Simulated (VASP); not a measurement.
A run of VASP 6.6.1:

POSCAR

```
SiO2
1.0
    4.1773000000      0.0000000000      0.0000000000
    0.0000000000      4.1773000000      0.0000000000
    0.0000000000      0.0000000000      2.6652000000
Si O
2 4
Direct
    0.0000000000      0.0000000000      0.0000000000
    0.5000000000      0.5000000000      0.5000000000
    0.3059000000      0.3059000000      0.0000000000
    0.1941000000      0.8059000000      0.5000000000
    0.6941000000      0.6941000000      0.0000000000
    0.8059000000      0.1941000000      0.5000000000
```

Contents of INCAR.step1:

```
SYSTEM = SiO2
PREC = Accurate ; ENCUT = 600
ISMEAR = 0 ; SIGMA = 0.02
LREAL = .FALSE. ; LASPH = .TRUE.
NELM = 60 ; GGA = PE
ALGO = Normal ; EDIFF = 1E-4
LWAVE = .TRUE. ; LCHARG = .FALSE.
```

INCAR.step2

```
SYSTEM = SiO2
PREC = Accurate ; ENCUT = 600
EDIFF = 1E-7 ; ISMEAR = 0
SIGMA = 0.02 ; LREAL = .FALSE.
LASPH = .TRUE. ; NELM = 60
ALGO = Normal ; ISIF = 3
LWAVE = .FALSE. ; LCHARG = .FALSE.
METAGGA = R2SCAN ; LMIXTAU = .TRUE.
IBRION = 2 ; NSW = 100
EDIFFG = -0.005 ; ISTART = 1
```

Contents of KPOINTS:

```
regular mesh
0
G
  6 6 8
  0 0 0
```

Potentials or basis: VASP PAW PBE potentials, release 64 (Si, O).

Launch:

```console
$ cat potpaw_PBE.64/Si/POTCAR potpaw_PBE.64/O/POTCAR > POTCAR
$ cp INCAR.step1 INCAR
$ mpirun -np 1 vasp_std > vasp.out
$ cp INCAR.step2 INCAR
$ mpirun -np 1 vasp_std > vasp.out
```

Hardware: 1 thread of Intel(R) Xeon(R) 6975P-C (Granite Rapids), on a shared host.

**Question.** Estimate the wall time of this run.

**Answer.** It took 4.2 min on 1 thread of Intel(R) Xeon(R) 6975P-C (Granite Rapids), with other jobs on the host, peak memory 0.21 GiB. Counts: k points 50, ion steps 5.
